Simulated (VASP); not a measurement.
# Ti5Si (R32) in VASP: single point with PBEsol

Aim: the single point of Ti5Si with PBEsol.

Everything below comes from runs of VASP 6.6.1. Logs are shortened: lines on timing, memory, paths and dates and some standing lists are left out, and cuts for length are marked.

## (1) The cell of the first run

It takes space group R32 (No. 155, trigonal). The conventional cell has a = 5.046 Å, b = 5.046 Å, c = 13.323 Å, α = 90.00°, β = 90.00°, γ = 120.00°. Ti (site symmetry 3) has 12 Ti at 2.83 to 3.66 Å and 3 Si at 2.92 Å within 3.7 Å. Within 3.5 Å of Ti (site symmetry 2) lie 10 Ti at 2.69 to 3.45 Å and 2 Si at 2.71 Å. Si (site symmetry 32) has 12 Ti at 2.71 to 2.92 Å within 3.6 Å.

## (2) Single point, PBEsol

Contents of INCAR:

```
PREC     = Accurate       # precision mode
ENCUT    = 520            # plane-wave cutoff, eV
EDIFF    = 1E-6           # SCF threshold, eV
ISMEAR   = 1              # smearing method
SIGMA    = 0.05           # smearing width, eV
LREAL    = False          # projectors in reciprocal space
LASPH    = True           # aspherical terms in the spheres
NELM     = 100            # most SCF steps
ALGO     = Fast           # electronic algorithm
ISIF     = 2              # what is computed and relaxed
LWAVE    = False          # write WAVECAR
LCHARG   = True           # write CHGCAR
GGA      = PS             # functional
LELF     = True           # ELF
LVHAR    = True         
NBANDS   = 41             # bands
```

Contents of KPOINTS:

```
regular mesh
0
Gamma
  12 12 12
```

Contents of POSCAR:

```
Ti5Si
1.0
    2.5228393509      1.4565619783      4.4409048145
   -2.5228393509      1.4565619783      4.4409048145
    0.0000000000     -2.9131239567      4.4409048145
Ti Si
5 1
Direct
    0.1514396700      0.1514396700      0.1514396700
    0.6053500000      0.3946500000      0.0000000000
    0.0000000000      0.6053500000      0.3946500000
    0.8485603300      0.8485603300      0.8485603300
    0.3946500000      0.0000000000      0.6053500000
    0.5000000000      0.5000000000      0.5000000000
```

Potentials or basis: VASP PAW PBE potentials, release 64 (Ti_sv, Si).

Started as:

```console
> cat potpaw_PBE.64/Ti_sv/POTCAR potpaw_PBE.64/Si/POTCAR > POTCAR
> mpirun -np 1 vasp_std > vasp.out
```

OUTCAR:

```text
PREC = Accurate
   ENCUT = 520
   EDIFF = 1E-6
   ISMEAR = 1
   LREAL = False
   LASPH = True
   NELM = 100
   ISIF = 2
   GGA = PS

 ion  position               nearest neighbor table
   1  0.151  0.151  0.151-   3 2.83   5 2.83   2 2.83   2 2.88   5 2.88   3 2.88   6 2.92   6 2.92
                             6 2.92
   2  0.605  0.395  0.000-   5 2.69   3 2.69   5 2.69   3 2.69   6 2.71   6 2.71   4 2.83   1 2.83
                             4 2.88   1 2.88
   3  0.000  0.605  0.395-   2 2.69   2 2.69   5 2.69   5 2.69   6 2.71   6 2.71   1 2.83   4 2.83
                             4 2.88   1 2.88
   4  0.849  0.849  0.849-   5 2.83   3 2.83   2 2.83   2 2.88   3 2.88   5 2.88   6 2.92   6 2.92
                             6 2.92
   5  0.395  0.000  0.605-   2 2.69   2 2.69   3 2.69   3 2.69   6 2.71   6 2.71   4 2.83   1 2.83
                             1 2.88   4 2.88
   6  0.500  0.500  0.500-   3 2.71   5 2.71   2 2.71   2 2.71   5 2.71   3 2.71   1 2.92   4 2.92
                             4 2.92   1 2.92   1 2.92   4 2.92

  LATTYP: Found a trigonal (rhomboedric) cell.
 ALAT       =     5.3111135140
 COS(alpha) =     0.5487283809

  Lattice vectors:

 A1 = (   2.5228393509,   1.4565619783,   4.4409048145)
 A2 = (  -2.5228393509,   1.4565619783,   4.4409048145)
 A3 = (   0.0000000000,  -2.9131239567,   4.4409048145)

Analysis of symmetry for initial positions (statically):
=====================================================================
 Subroutine PRICEL returns:
 Original cell was already a primitive cell.

 Routine SETGRP: Setting up the symmetry group for a
 trigonal (rhombohedral) supercell.

 Subroutine GETGRP returns: Found  6 space group operations
 (whereof  6 operations were pure point group operations)
 out of a pool of 12 trial point group operations.

The static configuration has the point symmetry D_3 .

Analysis of symmetry for dynamics (positions and initial velocities):
=====================================================================
 Subroutine PRICEL returns:
 Original cell was already a primitive cell.

 Routine SETGRP: Setting up the symmetry group for a
 trigonal (rhombohedral) supercell.

 Subroutine GETGRP returns: Found  6 space group operations
 (whereof  6 operations were pure point group operations)
 out of a pool of 12 trial point group operations.

The dynamic configuration has the point symmetry D_3 .

 Subroutine INISYM returns: Found  6 space group operations
 (whereof  6 operations are pure point group operations),
 and found     1 'primitive' translations

----------------------------------------------------------------------------------------

                                     Primitive cell

  volume of cell :      97.9132

  direct lattice vectors                    reciprocal lattice vectors
     2.522839351  1.456561978  4.440904814     0.198189393  0.114424699  0.075059779
    -2.522839351  1.456561978  4.440904814    -0.198189393  0.114424699  0.075059779
     0.000000000 -2.913123957  4.440904814     0.000000000 -0.228849399  0.075059779

  length of vectors
     5.311113514  5.311113514  5.311113514     0.240844385  0.240844385  0.240844385

  position of ions in fractional coordinates (direct lattice)
     0.151439670  0.151439670  0.151439670
     0.605350000  0.394650000  0.000000000
     1.000000000  0.605350000  0.394650000
     0.848560330  0.848560330  0.848560330
     0.394650000  1.000000000  0.605350000
     0.500000000  0.500000000  0.500000000

  ion indices of the primitive-cell ions
   primitive index   ion index
                 1           1
                 2           2
                 3           3
                 4           4
                 5           5
                 6           6

----------------------------------------------------------------------------------------

 KPOINTS: regular mesh

Automatic generation of k-mesh.
 Grid dimensions read from file:
 generate k-points for:   12   12   12

 Generating k-lattice:

  Cartesian coordinates                     Fractional coordinates (reciprocal lattice)
     0.016515783  0.009535392  0.006254982     0.083333333 -0.000000000 -0.000000000
    -0.016515783  0.009535392  0.006254982    -0.000000000  0.083333333 -0.000000000
     0.000000000 -0.019070783  0.006254982     0.000000000  0.000000000  0.083333333

  Length of vectors
     0.020070365  0.020070365  0.020070365

  Shift w.r.t. Gamma in fractional coordinates (k-lattice)
     0.000000000  0.000000000  0.000000000

 Subroutine IBZKPT returns following result:
 ===========================================

 Found    189 irreducible k-points:

 Following reciprocal coordinates:
            Coordinates               Weight
  0.000000  0.000000  0.000000      1.000000
  0.083333  0.000000  0.000000      6.000000
  0.166667  0.000000  0.000000      6.000000
  0.250000  0.000000  0.000000      6.000000
  0.333333  0.000000  0.000000      6.000000
  0.416667  0.000000  0.000000      6.000000
[... 16 lines left out ...]
  0.500000  0.166667  0.000000     12.000000
 -0.416667  0.166667 -0.000000     12.000000
 [... further k-points ...]
   k-points           NKPTS =    189   k-points in BZ     NKDIM =    189   number of bands    NBANDS=     41
   number of dos      NEDOS =    301   number of ions     NIONS =      6
   total plane-waves  NPLWV =  64000
   dimension x,y,z NGX =    40 NGY =   40 NGZ =   40
   dimension x,y,z NGXF=    80 NGYF=   80 NGZF=   80
   ions per type =               5   1
   NGX,Y,Z   is equivalent  to a cutoff of  12.52, 12.52, 12.52 a.u.
   NGXF,Y,Z  is equivalent  to a cutoff of  25.04, 25.04, 25.04 a.u.
 SYSTEM =  unknown system
   PREC   = accura    normal or accurate (medium, high low for compatibility)
   ISTART =      0    job   : 0-new  1-cont  2-samecut
   ICHARG =      2    charge: 1-file 2-atom 10-const
   ISPIN  =      1    spin polarized calculation?
   LNONCOLLINEAR =      F non collinear calculations
   LSORBIT =      F    spin-orbit coupling
   LASPH  =      T    aspherical Exc in radial PAW
   ENCUT  =  520.0 eV  38.22 Ry    6.18 a.u.   9.88  9.88  9.88*2*pi/ulx,y,z
   NELM   =    100;   NELMIN=  2; NELMDL= -5     # of ELM steps
   EDIFF  = 0.1E-05   stopping-criterion for ELM
   LREAL  =      F    real-space projection
   EDIFFG = 0.1E-04   stopping-criterion for IOM
   NSW    =      0    number of steps for IOM
   IBRION =     -1    ionic relax: 0-MD 1-quasi-New 2-CG
   NFREE  =      0    steps in history (QN), initial steepest desc. (CG)
   ISIF   =      2    stress and relaxation
   ISYM   =      2    0-nonsym 1-usesym 2-fastsym
   POTIM  = 0.5000    time-step for ionic-motion
   TEBEG  =    0.0;   TEEND  =   0.0 temperature during run
   PSTRESS=    0.0 pullay stress
   NELECT =      64.0000    total number of electrons
   NUPDOWN=      -1.0000    fix difference up-down
   EMIN   =  10.00;   EMAX   =-10.00  energy-range for DOS
   EFERMI =   0.00;   METHOD = LEGACY
   ISMEAR =     1;   SIGMA  =   0.05  broadening in eV -4-tet -1-fermi 0-gaus
   EFERMI_NEDOS =   21; number of points for ismear=-14 and -15
   IALGO  =     68    algorithm
   IMIX   =      4    mixing-type and parameters
     AMIX     =   0.40;   BMIX     =  1.00
     AMIX_MAG =   1.60;   BMIX_MAG =  1.00
  volume/ion in A,a.u.               =      16.32       110.13
  Fermi-wavevector in a.u.,A,eV,Ry     =   1.420761  2.684849 27.464205  2.018562
  Thomas-Fermi vector in A             =   2.541642
   LORBIT       =      0    0 simple, 1 ext, 2 COOP (PROOUT), +10 PAW based schemes
   GGA     = PS    functional components
   LHFCALC =     F    Hartree Fock is set to
   AEXX    =    0.0000 exact exchange contribution
   IVDW    =     0    specifies the selected vdW correction
   LEPSILON=     F    determine dielectric tensor
   LRPA    =     F    only Hartree local field effects (RPA)
 non-spin polarized calculation
 RMM-DIIS sequential band-by-band and
 Methfessel and Paxton  Order N= 1 SIGMA  =   0.05
  energy-cutoff  :      520.00
  volume of cell :       97.91
 maximum number of plane-waves:      2662
   NGX = 19   NGY = 19   NGZ = 19

 number of electron      63.9999999 magnetization

 Free energy of the ion-electron system (eV)
  ---------------------------------------------------
  ext. energy  EPLUGINS =         0.00000000
  ---------------------------------------------------
  free energy    TOTEN  =       -49.37493523 eV

  energy without entropy =      -49.37535375  energy(sigma->0) =      -49.37507474

 E-fermi :   8.6519     XC(G=0): -11.7270

 val. band max:        8.6442701823   @ k =   0.5000   0.1667   0.0000
 cond. band min:       8.6551888982   @ k =  -0.3333   0.3333   0.1667
 fundamental gap:      0.0109187160
 Fermi energy:         8.6519144812

 k-point     1 :       0.0000    0.0000    0.0000
  band No.  band energies     occupation
      1     -47.8801      2.00000
      2     -47.8046      2.00000
      3     -47.6695      2.00000
      4     -47.5351      2.00000
      5     -47.5351      2.00000
      6     -24.4708      2.00000
[... 33 lines left out ...]
     40      10.4149      0.00000
     41      10.4472      0.00000

 k-point     2 :       0.0833    0.0000    0.0000
  band No.  band energies     occupation
      1     -47.8785      2.00000
      2     -47.8055      2.00000
      3     -47.6680      2.00000
      4     -47.5373      2.00000
      5     -47.5351      2.00000
      6     -24.4685      2.00000
[... 33 lines left out ...]
     40      10.3699      0.00000
     41      10.5379      0.00000

 k-point     3 :       0.1667    0.0000    0.0000
  band No.  band energies     occupation
      1     -47.8740      2.00000
      2     -47.8080      2.00000
      3     -47.6636      2.00000
      4     -47.5439      2.00000
      5     -47.5351      2.00000
      6     -24.4634      2.00000
[... 875 lines left out ...]
      2     -47.8252      2.00000
      3     -47.6342      2.00000
      4     -47.5839      2.00000
      5     -47.5352      2.00000
      6     -24.4488      2.00000
[... 33 lines left out ...]
     40      10.3990      0.00000
     41      10.6568      0.00000

 k-point    24 :      -0.4167    0.1667   -0.0000
  band No.  band energies     occupation
      1     -47.8452      2.00000
      2     -47.8276      2.00000
      3     -47.6279      2.00000
      4     -47.5901      2.00000
      5     -47.5352      2.00000
      6     -24.4459      2.00000
[... 33 lines left out ...]
     40      10.4235      0.00000
     41      10.6278      0.00000

 [... further k-points ...]

------------------------ aborting loop because EDIFF is reached ----------------------------------------

  FORCE on cell =-STRESS in cart. coord.  units (eV):
  Direction    XX          YY          ZZ          XY          YZ          ZX
  --------------------------------------------------------------------------------------
  -------------------------------------------------------------------------------------
  Total       -2.7542546     -2.7542546     -2.7993423      0.0000000      0.0000000      0.0000000
  in kB      -45.0685287    -45.0685287    -45.8063099      0.0000000      0.0000000      0.0000000
  external PRESSURE =     -45.3144557 kB  Pullay stress =       0.0000000 kB

 VOLUME and BASIS-vectors are now :
 -----------------------------------------------------------------------------
  energy-cutoff  :      520.00
  volume of cell :       97.91
      direct lattice vectors                 reciprocal lattice vectors
     2.522839351  1.456561978  4.440904814     0.198189393  0.114424699  0.075059779
    -2.522839351  1.456561978  4.440904814    -0.198189393  0.114424699  0.075059779
     0.000000000 -2.913123957  4.440904814     0.000000000 -0.228849399  0.075059779

 POSITION                                       TOTAL-FORCE (eV/Angst)
 -----------------------------------------------------------------------------------
      0.00000     -0.00000      2.01759         0.000000     -0.000000      0.044685
      0.53156      1.45656      4.44090        -0.071198      0.000000      0.000000
     -1.52720     -0.26793      4.44090         0.035599     -0.061659      0.000000
      0.00000     -0.00000     11.30513         0.000000      0.000000     -0.044685
      0.99564     -1.18863      4.44090         0.035599      0.061659      0.000000
      0.00000     -0.00000      6.66136         0.000000      0.000000      0.000000
 -----------------------------------------------------------------------------------
    total drift:                                0.000000     -0.000000      0.000000

  FREE ENERGIE OF THE ION-ELECTRON SYSTEM (eV)
  ---------------------------------------------------
  free  energy   TOTEN  =       -49.3749352278 eV

  energy  without entropy=      -49.3753537520  energy(sigma->0) =      -49.37507474
```

Run time: 31 min. Hardware: 1 thread of AMD EPYC 9R45 (Zen 5), shared host; peak memory 0.62 GiB.

Results:

| Item | Value |
| --- | --- |
| Free energy | -49.3749 eV |
| Pressure | -4.5 GPa |
| Largest force | 0.071 eV/Å |
| Band gap on the k mesh | zero (bands 32 and 33 overlap by 0.59 eV) |

Forces on the atoms (eV/Å):
```
Ti   0.000  0.000  0.045
Ti  -0.071  0.000  0.000
Ti   0.036 -0.062  0.000
Ti   0.000  0.000 -0.045
Ti   0.036  0.062  0.000
Si   0.000  0.000  0.000
```

Levels at points of the mesh, in eV from the Fermi level:
```
           k point  band 30  band 31  band 32  band 33  band 34  band 35
(0.00, 0.00, 0.00)    -0.89    -0.71    -0.11    -0.05    -0.05     1.06
(0.50, 0.00, 0.00)    -0.74    -0.52     0.36     0.56     0.57     0.72
(0.50, 0.50, 0.00)    -0.56    -0.36    -0.11    -0.06     0.64     0.71
(0.50, 0.50, 0.50)    -0.58    -0.58    -0.15     0.26     0.26     0.87
```

Caveat: the cell stands under tension; the PAW data sets were made with another functional, which shifts forces and pressure a little.
